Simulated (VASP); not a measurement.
# Bi4Te3 in VASP: further runs, part 2 of 2

VASP 6.6.1. The steps go on from the part before.

### 3 Single point, PBE

INCAR reads:

```
PREC = Accurate
ENCUT = 520
EDIFF = 1E-6
ISMEAR = 0
SIGMA = 0.1
LREAL = F
LASPH = T
NELM = 60
ALGO = Normal
ISIF = 2
LWAVE = F
LCHARG = F
LDIPOL = T
IDIPOL = 3
DIPOL = 0.5 0.5 0.500
GGA = PE
NBANDS = 48
```

KPOINTS reads:

```
Automatic mesh
0
Gamma
  9 9 1
```

POSCAR reads:

```
Bi4Te3
1.0
    4.5978826434      0.0000000000      0.0000000000
   -2.2989413217      3.9818831728      0.0000000000
    0.0000000000      0.0000000000     26.2624663736
Bi Te
4 3
Direct
    0.3333333333      0.6666666667      0.2887202880
    0.0000000000      0.0000000000      0.4300201396
    0.6666666667      0.3333333333      0.5699799251
    0.3333333333      0.6666666667      0.7112796795
    0.6666666667      0.3333333333      0.3523879113
    0.3333333333      0.6666666667      0.4999999996
    0.0000000000      0.0000000000      0.6476120570
```

Potentials or basis: VASP PAW PBE potentials, release 64 (Bi_d, Te).

Started as:

```bash
> cat potpaw_PBE.64/Bi_d/POTCAR potpaw_PBE.64/Te/POTCAR > POTCAR
> mpirun -np 1 vasp_std > vasp.out
```

OUTCAR:

```text
PREC = Accurate
   ENCUT = 520
   EDIFF = 1E-6
   ISMEAR = 0
   LREAL = F
   LASPH = T
   NELM = 60
   ISIF = 2
   GGA = PE

 ion  position               nearest neighbor table
   1  0.333  0.667  0.289-   5 3.14   5 3.14   5 3.14
   2  0.000  0.000  0.430-   6 3.23   6 3.23   6 3.23   5 3.35   5 3.35   5 3.35
   3  0.667  0.333  0.570-   6 3.23   6 3.23   6 3.23   7 3.35   7 3.35   7 3.35
   4  0.333  0.667  0.711-   7 3.14   7 3.14   7 3.14
   5  0.667  0.333  0.352-   1 3.14   1 3.14   1 3.14   2 3.35   2 3.35   2 3.35
   6  0.333  0.667  0.500-   2 3.23   2 3.23   2 3.23   3 3.23   3 3.23   3 3.23
   7  0.000  0.000  0.648-   4 3.14   4 3.14   4 3.14   3 3.35   3 3.35   3 3.35

  LATTYP: Found a hexagonal cell.
 ALAT       =     4.5978826434
 C/A-ratio  =     5.7118609609

  Lattice vectors:

 A1 = (   4.5978826434,   0.0000000000,   0.0000000000)
 A2 = (  -2.2989413217,   3.9818831728,   0.0000000000)
 A3 = (   0.0000000000,   0.0000000000,  26.2624663736)

Analysis of symmetry for initial positions (statically):
=====================================================================
 Subroutine PRICEL returns:
[... 186 lines left out ...]
      3     -21.8430      2.00000
      4     -21.8430      2.00000
      5     -21.8034      2.00000
      6     -21.8034      2.00000
[... 601 lines left out ...]
     47       4.5271      0.00000
     48       4.5558      0.00000

------------------------ aborting loop because EDIFF is reached ----------------------------------------

 vacuum level on the upper side and lower side of the slab       (xc-potential included)        -0.004        -0.004

  FORCE on cell =-STRESS in cart. coord.  units (eV):
  Direction    XX          YY          ZZ          XY          YZ          ZX
  --------------------------------------------------------------------------------------
  -------------------------------------------------------------------------------------
  Total       -3.1322666     -3.1322666     -0.3613683      0.0000000      0.0000000      0.0000000
  in kB      -10.4372815    -10.4372815     -1.2041450      0.0000000      0.0000000      0.0000000
  external PRESSURE =      -7.3595693 kB  Pullay stress =       0.0000000 kB

 VOLUME and BASIS-vectors are now :
 -----------------------------------------------------------------------------
  energy-cutoff  :      520.00
  volume of cell :      480.82
      direct lattice vectors                 reciprocal lattice vectors
     4.597882643  0.000000000  0.000000000     0.217491415  0.125568727  0.000000000
    -2.298941322  3.981883173  0.000000000     0.000000000  0.251137453  0.000000000
     0.000000000  0.000000000 26.262466374     0.000000000  0.000000000  0.038077155

 POSITION                                       TOTAL-FORCE (eV/Angst)
 -----------------------------------------------------------------------------------
     -0.00000      2.65459      7.58251         0.000000      0.000000      0.003653
      0.00000      0.00000     11.29339        -0.000000     -0.000000      0.000444
      2.29894      1.32729     14.96908         0.000000     -0.000000     -0.000444
     -0.00000      2.65459     18.67996        -0.000000     -0.000000     -0.003653
      2.29894      1.32729      9.25458         0.000000     -0.000000      0.002699
     -0.00000      2.65459     13.13123        -0.000000     -0.000000     -0.000000
      0.00000      0.00000     17.00789         0.000000      0.000000     -0.002699
 -----------------------------------------------------------------------------------
    total drift:                                0.000000     -0.000000     -0.000789

  FREE ENERGIE OF THE ION-ELECTRON SYSTEM (eV)
  ---------------------------------------------------
  free  energy   TOTEN  =       -23.6714969490 eV

  energy  without entropy=      -23.6428496831  energy(sigma->0) =      -23.65717332

 vacuum level on the upper side and lower side of the slab         5.277         5.277
```

OSZICAR:

```text
N       E                     dE             d eps       ncg     rms          rms(c)
DAV:   1     0.715809031755E+03    0.71581E+03   -0.35622E+04  1408   0.142E+03
DAV:   2     0.461681122637E+02   -0.66964E+03   -0.65626E+03  1280   0.358E+02
DAV:   3    -0.202596694007E+02   -0.66428E+02   -0.64539E+02  1384   0.140E+02
DAV:   4    -0.236332881857E+02   -0.33736E+01   -0.33317E+01  1432   0.313E+01
[... 11 lines left out ...]
DAV:  16    -0.236715216802E+02    0.13029E-04   -0.29786E-05  1272   0.338E-02    0.215E-01
DAV:  17    -0.236715140844E+02    0.75958E-05   -0.73084E-06  1160   0.156E-02    0.196E-01
DAV:  18    -0.236715020547E+02    0.12030E-04   -0.29110E-05  1272   0.358E-02    0.121E-01
DAV:  19    -0.236714968673E+02    0.51875E-05   -0.25852E-05  1384   0.258E-02    0.842E-02
DAV:  20    -0.236714969490E+02   -0.81745E-07   -0.20414E-06   896   0.573E-03
   1 F= -.23671497E+02 E0= -.23657173E+02  d E =-.286473E-01
```

stdout:

```text
POSCAR found type information on POSCAR BiTe
 POSCAR found :  2 types and       7 ions
 scaLAPACK will be used
 LDA part: xc-table for (Slater+PW92), standard interpolation
 POSCAR, INCAR and KPOINTS ok, starting setup
 FFT: planning ... GRIDC
 FFT: planning ... GRID_SOFT
 FFT: planning ... GRID
 WAVECAR not read
 entering main loop
```

Wall time 7.2 min (1 thread of Intel Xeon Platinum 8259CL at 2.50GHz (Skylake/Cascade Lake), shared host); peak memory 0.63 GiB.

Results:

- Free energy: -23.6715 eV
- Largest force: 0.004 eV/Å
- Band gap on the k mesh: zero (band 39 reaches 1.16 eV, above the bottom of band 40 at 0.97 eV)

Forces on the atoms (eV/Å):
```
Bi   0.000  0.000  0.004
Bi   0.000  0.000  0.000
Bi   0.000  0.000  0.000
Bi   0.000  0.000 -0.004
Te   0.000  0.000  0.003
Te   0.000  0.000  0.000
Te   0.000  0.000 -0.003
```

Caveat: spin-orbit coupling is left out, which moves the levels of the heavy elements.
